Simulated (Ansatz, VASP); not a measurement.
## One calculation of CdSe, two programs

File INCAR:

```
SYSTEM = CdSe
PREC = Accurate
ENCUT = 520
EDIFF = 1E-7
ISMEAR = -1
SIGMA = 0.05
LREAL = .False.
LASPH = .True.
NELM = 100
ALGO = Normal
ISIF = 2
LWAVE = .False.
LCHARG = .False.
GGA = PE
NBANDS = 16
```

KPOINTS

```
regular mesh
0
Gamma
  12 12 12
  0 0 0
```

File POSCAR:

```
CdSe
1.0
    3.4078233698      0.0000000000      0.0000000000
    0.0000000000      3.4078233698      0.0000000000
    0.0000000000      0.0000000000      3.4078233698
Cd Se
1 1
Direct
    0.0000000000      0.0000000000      0.0000000000
    0.5000000000      0.5000000000      0.5000000000
```

Input for Ansatz:

```yaml
crystal:
  lattice:
    - [3.4078233698, 0.0, 0.0]
    - [0.0, 3.4078233698, 0.0]
    - [0.0, 0.0, 3.4078233698]
  atoms:
    - { symbol: Cd, position: [0.0, 0.0, 0.0] }
    - { symbol: Se, position: [0.5, 0.5, 0.5] }
kpoints:
  mp_grid: { grid: [12, 12, 12] }
scf:
  occupations: { method: fermi_dirac, width: 0.05 }
hamiltonian:
  xc: pbe
  pseudopotentials: { kind: all_electron, lapw: { basis_error: 0.001 } }
output:
  forces: true
  stress: true
  eigenvalues: true
  populations: true
```

Change from the starting cell: volume scaled by 0.88, LAPW.

Alike in both runs: task single point; functional PBE; k mesh 12 × 12 × 12; occupations fermi-dirac, width 0.05 eV; no spin polarisation.

```csv
,VASP,Ansatz
version,VASP 6.6.1,Ansatz 0.2.0
potentials or method,"VASP PAW PBE potentials, release 64 (Cd, Se), cutoff 520 eV","all-electron LAPW, scalar-relativistic"
```

```csv
,VASP,Ansatz,Ansatz less VASP
pressure (GPa),10.7,10.2,-0.52
```

Ansatz ran all-electron here, and VASP with PAW potentials.
